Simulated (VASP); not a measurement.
# Hf3TiN3 (P6/mmm) in VASP: single point with PBE

Aim: the single point of Hf3TiN3 with PBE.

Everything below comes from runs of VASP 6.6.1. Logs are shortened: lines on timing, memory, paths and dates and some standing lists are left out, and cuts for length are marked.

## (1) The cell of the first run

It takes space group P6/mmm (No. 191, hexagonal). Conventional cell: a = 4.177 Å, b = 4.177 Å, c = 10.630 Å, α = 90.00°, β = 90.00°, γ = 120.00°. Hf (site symmetry 6mm) has 1 Ti at 2.41 Å and 1 Hf at 2.90 Å within 3.2 Å. Hf (site symmetry 6/mmm) has 6 N at 2.09 Å and 2 Hf at 2.90 Å within 3.0 Å. Ti (site symmetry 6/mmm) has 2 Hf at 2.41 Å within 3.2 Å. N (site symmetry mmm) has 2 Hf at 2.09 Å and 4 N at 2.09 Å within 2.8 Å.

The cell was generated, and may not be a known phase.

## (2) Single point, PBE, collinear spin

The input, INCAR:

```
PREC     = Accurate       # precision mode
ENCUT    = 600            # plane-wave cutoff, eV
EDIFF    = 1E-6           # SCF threshold, eV
ISMEAR   = 0              # smearing method
SIGMA    = 0.2            # smearing width, eV
LREAL    = F              # projectors in reciprocal space
LASPH    = T              # aspherical terms in the spheres
NELM     = 200            # most SCF steps
ALGO     = Normal         # electronic algorithm
ISIF     = 2              # what is computed and relaxed
LWAVE    = F              # write WAVECAR
LCHARG   = F              # write CHGCAR
ISPIN    = 2              # spin polarisation
MAGMOM   = 0 0 0 1 0 0 0  # initial moments
LORBIT   = 11             # projections on sites
LMAXMIX  = 4              # l up to which the mixer works
GGA      = PE             # functional
NBANDS   = 42             # bands
GGA_COMPAT= F
```

The input, KPOINTS:

```
Automatic mesh
0
Gamma
  5 5 2
```

The input, POSCAR:

```
Hf3TiN3
1.0
    4.1765209086      0.0000000000      0.0000000000
   -2.0882604543      3.6169732063      0.0000000000
    0.0000000000      0.0000000000     10.6301807479
Hf Ti N
3 1 3
Direct
    0.0000000000      0.0000000000      0.2730006684
    0.0000000000      0.0000000000      0.7269993316
    0.0000000000      0.0000000000      0.0000000000
    0.0000000000      0.0000000000      0.5000000000
    0.5000000000      0.0000000000      0.0000000000
    0.0000000000      0.5000000000      0.0000000000
    0.5000000000      0.5000000000      0.0000000000
```

Potentials or basis: VASP PAW PBE potentials, release 64 (Hf_pv, Ti_sv, N).

Command:

```
cat potpaw_PBE.64/Hf_pv/POTCAR potpaw_PBE.64/Ti_sv/POTCAR potpaw_PBE.64/N/POTCAR > POTCAR
mpirun -np 1 vasp_std > vasp.out
```

OUTCAR:

```text
PREC = Accurate
   ENCUT = 600
   EDIFF = 1E-6
   ISMEAR = 0
   LREAL = F
   LASPH = T
   NELM = 200
   ISIF = 2
   ISPIN = 2
   LORBIT = 11
   GGA = PE

 ion  position               nearest neighbor table
   1  0.000  0.000  0.273-   4 2.41   3 2.90
   2  0.000  0.000  0.727-   4 2.41   3 2.90
   3  0.000  0.000  0.000-   5 2.09   5 2.09   7 2.09   6 2.09   6 2.09   7 2.09   1 2.90   2 2.90

   4  0.000  0.000  0.500-   1 2.41   2 2.41
   5  0.500  0.000  0.000-   3 2.09   3 2.09
   6  0.000  0.500  0.000-   3 2.09   3 2.09
   7  0.500  0.500  0.000-   3 2.09   3 2.09

  LATTYP: Found a hexagonal cell.
 ALAT       =     4.1765209086
 C/A-ratio  =     2.5452238790

  Lattice vectors:

 A1 = (   4.1765209086,   0.0000000000,   0.0000000000)
 A2 = (  -2.0882604543,   3.6169732063,   0.0000000000)
 A3 = (   0.0000000000,   0.0000000000,  10.6301807479)

Analysis of symmetry for initial positions (statically):
=====================================================================
 Subroutine PRICEL returns:
 Original cell was already a primitive cell.

 Routine SETGRP: Setting up the symmetry group for a
 hexagonal supercell.

 Subroutine GETGRP returns: Found 24 space group operations
 (whereof 24 operations were pure point group operations)
 out of a pool of 24 trial point group operations.

The static configuration has the point symmetry D_6h.

Analysis of symmetry for dynamics (positions and initial velocities):
=====================================================================
 Subroutine PRICEL returns:
 Original cell was already a primitive cell.

 Routine SETGRP: Setting up the symmetry group for a
 hexagonal supercell.

 Subroutine GETGRP returns: Found 24 space group operations
 (whereof 24 operations were pure point group operations)
 out of a pool of 24 trial point group operations.

The dynamic configuration has the point symmetry D_6h.

Analysis of structural, dynamic, and magnetic symmetry:
=====================================================================
 Subroutine PRICEL returns:
 Original cell was already a primitive cell.

 Routine SETGRP: Setting up the symmetry group for a
 hexagonal supercell.

 Subroutine GETGRP returns: Found 24 space group operations
 (whereof 24 operations were pure point group operations)
 out of a pool of 24 trial point group operations.

The overall configuration has the point symmetry D_6h.

 Subroutine INISYM returns: Found 24 space group operations
 (whereof 24 operations are pure point group operations),
 and found     1 'primitive' translations

----------------------------------------------------------------------------------------

                                     Primitive cell

  volume of cell :     160.5834

  direct lattice vectors                    reciprocal lattice vectors
     4.176520909  0.000000000  0.000000000     0.239433735  0.138237131  0.000000000
    -2.088260454  3.616973206  0.000000000     0.000000000  0.276474263  0.000000000
     0.000000000  0.000000000 10.630180748     0.000000000  0.000000000  0.094071778

  length of vectors
     4.176520909  4.176520909 10.630180748     0.276474263  0.276474263  0.094071778

  position of ions in fractional coordinates (direct lattice)
     0.000000000  0.000000000  0.273000668
     0.000000000  0.000000000  0.726999332
     0.000000000  0.000000000  0.000000000
     0.000000000  0.000000000  0.500000000
     0.500000000  0.000000000  0.000000000
     0.000000000  0.500000000  0.000000000
     0.500000000  0.500000000  0.000000000

  ion indices of the primitive-cell ions
   primitive index   ion index
                 1           1
                 2           2
                 3           3
                 4           4
                 5           5
                 6           6
                 7           7

----------------------------------------------------------------------------------------

 KPOINTS: Automatic mesh

Automatic generation of k-mesh.
 Grid dimensions read from file:
 generate k-points for:    5    5    2

 Generating k-lattice:

  Cartesian coordinates                     Fractional coordinates (reciprocal lattice)
     0.047886747  0.027647426  0.000000000     0.200000000  0.000000000  0.000000000
     0.000000000  0.055294853  0.000000000     0.000000000  0.200000000  0.000000000
     0.000000000  0.000000000  0.047035889     0.000000000  0.000000000  0.500000000

  Length of vectors
     0.055294853  0.055294853  0.047035889

  Shift w.r.t. Gamma in fractional coordinates (k-lattice)
     0.000000000  0.000000000  0.000000000

 Subroutine IBZKPT returns following result:
 ===========================================

 Found     10 irreducible k-points:

 Following reciprocal coordinates:
            Coordinates               Weight
  0.000000  0.000000  0.000000      1.000000
  0.200000 -0.000000  0.000000      6.000000
  0.400000  0.000000  0.000000      6.000000
  0.200000  0.200000  0.000000      6.000000
  0.400000  0.200000  0.000000      6.000000
  0.000000  0.000000  0.500000      1.000000
  0.200000 -0.000000  0.500000      6.000000
  0.400000  0.000000  0.500000      6.000000
  0.200000  0.200000  0.500000      6.000000
  0.400000  0.200000  0.500000      6.000000
   k-points           NKPTS =     10   k-points in BZ     NKDIM =     10   number of bands    NBANDS=     42
   number of dos      NEDOS =    301   number of ions     NIONS =      7
   total plane-waves  NPLWV = 116640
   dimension x,y,z NGX =    36 NGY =   36 NGZ =   90
   dimension x,y,z NGXF=    72 NGYF=   72 NGZF=  180
   ions per type =               3   1   3
   NGX,Y,Z   is equivalent  to a cutoff of  14.33, 14.33, 14.08 a.u.
   NGXF,Y,Z  is equivalent  to a cutoff of  28.66, 28.66, 28.15 a.u.
 SYSTEM =  unknown system
   PREC   = accura    normal or accurate (medium, high low for compatibility)
   ISTART =      0    job   : 0-new  1-cont  2-samecut
   ICHARG =      2    charge: 1-file 2-atom 10-const
   ISPIN  =      2    spin polarized calculation?
   LNONCOLLINEAR =      F non collinear calculations
   LSORBIT =      F    spin-orbit coupling
   LASPH  =      T    aspherical Exc in radial PAW
   ENCUT  =  600.0 eV  44.10 Ry    6.64 a.u.   8.34  8.34 21.23*2*pi/ulx,y,z
   NELM   =    200;   NELMIN=  2; NELMDL= -5     # of ELM steps
   EDIFF  = 0.1E-05   stopping-criterion for ELM
   LREAL  =      F    real-space projection
   EDIFFG = 0.1E-04   stopping-criterion for IOM
   NSW    =      0    number of steps for IOM
   IBRION =     -1    ionic relax: 0-MD 1-quasi-New 2-CG
   NFREE  =      0    steps in history (QN), initial steepest desc. (CG)
   ISIF   =      2    stress and relaxation
   ISYM   =      2    0-nonsym 1-usesym 2-fastsym
   POTIM  = 0.5000    time-step for ionic-motion
   TEBEG  =    0.0;   TEEND  =   0.0 temperature during run
   PSTRESS=    0.0 pullay stress
   NELECT =      57.0000    total number of electrons
   NUPDOWN=      -1.0000    fix difference up-down
   EMIN   =  10.00;   EMAX   =-10.00  energy-range for DOS
   EFERMI =   0.00;   METHOD = LEGACY
   ISMEAR =     0;   SIGMA  =   0.20  broadening in eV -4-tet -1-fermi 0-gaus
   EFERMI_NEDOS =   21; number of points for ismear=-14 and -15
   IALGO  =     38    algorithm
   IMIX   =      4    mixing-type and parameters
     AMIX     =   0.40;   BMIX     =  1.00
     AMIX_MAG =   1.60;   BMIX_MAG =  1.00
  volume/ion in A,a.u.               =      22.94       154.81
  Fermi-wavevector in a.u.,A,eV,Ry     =   1.159132  2.190442 18.280613  1.343587
  Thomas-Fermi vector in A             =   2.295728
   LORBIT       =     11    0 simple, 1 ext, 2 COOP (PROOUT), +10 PAW based schemes
   GGA     = PE    functional components
   LHFCALC =     F    Hartree Fock is set to
   AEXX    =    0.0000 exact exchange contribution
   IVDW    =     0    specifies the selected vdW correction
   LEPSILON=     F    determine dielectric tensor
   LRPA    =     F    only Hartree local field effects (RPA)
 spin polarized calculation
 Gauss-broadening in eV      SIGMA  =   0.20
  energy-cutoff  :      600.00
  volume of cell :      160.58
 maximum number of plane-waves:      5388
 NGX is ok and might be reduce to    36
   NGX = 17   NGY = 17   NGZ = 43

 number of electron      57.0000000 magnetization       0.0049528

 Free energy of the ion-electron system (eV)
  ---------------------------------------------------
  ext. energy  EPLUGINS =         0.00000000
  ---------------------------------------------------
  free energy    TOTEN  =       -49.67139911 eV

  energy without entropy =      -49.52398903  energy(sigma->0) =      -49.59769407

 E-fermi :   2.3126     XC(G=0):  -9.2633

 val. band max:        2.2982499720   @ k =   0.2000  -0.0000   0.0000
 cond. band min:       2.3291910524   @ k =   0.2000   0.2000   0.0000
 fundamental gap:      0.0309410804
 Fermi energy:         2.3126193010

 spin component 1

 k-point     1 :       0.0000    0.0000    0.0000
  band No.  band energies     occupation
      1     -54.1579      1.00000
      2     -30.6504      1.00000
      3     -30.6402      1.00000
      4     -30.6402      1.00000
      5     -29.3143      1.00000
      6     -29.3143      1.00000
[... 32 lines left out ...]
     39       4.2495      0.00000
[... 386 lines left out ...]
     39       5.1845      0.00000
     40       5.4533      0.00000
 Fermi energy:         2.3126193010

 spin component 2

 k-point     1 :       0.0000    0.0000    0.0000
  band No.  band energies     occupation
      1     -54.1557      1.00000
      2     -30.6484      1.00000
      3     -30.6383      1.00000
      4     -30.6383      1.00000
      5     -29.3142      1.00000
      6     -29.3142      1.00000
[... 32 lines left out ...]
     39       4.2497      0.00000
[... 386 lines left out ...]
     39       5.1851      0.00000
     40       5.4536      0.00000
 [bands above 40 left out]

------------------------ aborting loop because EDIFF is reached ----------------------------------------

  FORCE on cell =-STRESS in cart. coord.  units (eV):
  Direction    XX          YY          ZZ          XY          YZ          ZX
  --------------------------------------------------------------------------------------
  -------------------------------------------------------------------------------------
  Total       -0.4305186     -0.4305186     -0.4628784      0.0000000      0.0000000      0.0000000
  in kB       -4.2953830     -4.2953830     -4.6182438      0.0000000      0.0000000      0.0000000
  external PRESSURE =      -4.4030033 kB  Pullay stress =       0.0000000 kB

 VOLUME and BASIS-vectors are now :
 -----------------------------------------------------------------------------
  energy-cutoff  :      600.00
  volume of cell :      160.58
      direct lattice vectors                 reciprocal lattice vectors
     4.176520909  0.000000000  0.000000000     0.239433735  0.138237131  0.000000000
    -2.088260454  3.616973206  0.000000000     0.000000000  0.276474263  0.000000000
     0.000000000  0.000000000 10.630180748     0.000000000  0.000000000  0.094071778

 POSITION                                       TOTAL-FORCE (eV/Angst)
 -----------------------------------------------------------------------------------
      0.00000      0.00000      2.90205         0.000000     -0.000000      0.068564
      0.00000      0.00000      7.72813        -0.000000      0.000000     -0.068564
      0.00000      0.00000      0.00000         0.000000      0.000000     -0.000000
      0.00000      0.00000      5.31509         0.000000      0.000000     -0.000000
      2.08826      0.00000      0.00000         0.000000      0.000000     -0.000000
     -1.04413      1.80849      0.00000         0.000000      0.000000     -0.000000
      1.04413      1.80849      0.00000         0.000000      0.000000     -0.000000
 -----------------------------------------------------------------------------------
    total drift:                               -0.000000     -0.000000     -0.000000

  FREE ENERGIE OF THE ION-ELECTRON SYSTEM (eV)
  ---------------------------------------------------
  free  energy   TOTEN  =       -49.6713991124 eV

  energy  without entropy=      -49.5239890292  energy(sigma->0) =      -49.59769407

 total charge

# of ion       s       p       d       tot
------------------------------------------
    1        0.398   6.096   1.504   7.998
    2        0.398   6.096   1.504   7.998
    3        0.382   6.776   1.977   9.135
    4        2.184   6.007   2.173  10.364
    5        1.345   2.179   0.000   3.524
    6        1.345   2.179   0.000   3.524
    7        1.345   2.179   0.000   3.524
--------------------------------------------------
tot          7.397  31.512   7.158  46.067

 magnetization (x)

# of ion       s       p       d       tot
------------------------------------------
    1        0.000   0.000   0.000   0.000
    2        0.000   0.000   0.000   0.000
    3       -0.000  -0.000  -0.000  -0.000
    4        0.000   0.000   0.002   0.002
    5        0.000   0.000   0.000   0.000
    6        0.000   0.000   0.000   0.000
    7        0.000   0.000   0.000   0.000
--------------------------------------------------
tot          0.000   0.000   0.002   0.003
```

Wall time 16 min (1 thread of Oxide Virtual Turin-like, shared host); peak memory 0.46 GiB.

What came out:

- Free energy: -49.6714 eV
- Pressure: -0.4 GPa
- Largest force: 0.069 eV/Å
- Net moment: 0.00 μB per cell
- Valence electrons inside the program's atomic spheres: Hf 8.00, 9.13 (each value once); Ti 10.36; N 3.52

Forces on the atoms (eV/Å):
```
Hf   0.000  0.000  0.069
Hf   0.000  0.000 -0.069
Hf   0.000  0.000  0.000
Ti   0.000  0.000  0.000
N    0.000  0.000  0.000
N    0.000  0.000  0.000
N    0.000  0.000  0.000
```

Caveat: spin-orbit coupling is left out, which moves the levels of the heavy elements.
